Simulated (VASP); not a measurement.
A run of VASP 6.6.1 is set up as follows.

Contents of INCAR:

```
PREC = Accurate
ENCUT = 520
EDIFF = 1E-7
ISMEAR = -1
SIGMA = 0.01
LREAL = False
LASPH = True
NELM = 80
ALGO = Normal
ISIF = 2
LWAVE = False
LCHARG = True
GGA = PS
LELF = True
LVHAR = True
NBANDS = 16
```

File KPOINTS:

```
Automatic mesh
0
Gamma
  7 7 7
```

File POSCAR:

```
CdTe
1.0
    0.0000000000      3.2600852847      3.2600852847
    3.2600852847      0.0000000000      3.2600852847
    3.2600852847      3.2600852847      0.0000000000
Cd Te
1 1
Direct
    0.0000000000      0.0000000000      0.0000000000
    0.7500000000      0.7500000000      0.7500000000
```

Potentials or basis: VASP PAW PBE potentials, release 64 (Cd, Te).

Launch:

```console
$ cat potpaw_PBE.64/Cd/POTCAR potpaw_PBE.64/Te/POTCAR > POTCAR
$ mpirun -np 1 vasp_std > vasp.out
```

Problem. Estimate the band gap on the k mesh.

Solution. 0.61 eV, direct.

Problem. What does it give for the pressure?

Solution. -0.4 GPa.

Caveat: the PAW data sets were made with another functional, which shifts forces and pressure a little; spin-orbit coupling is left out, which moves the levels of the heavy elements.
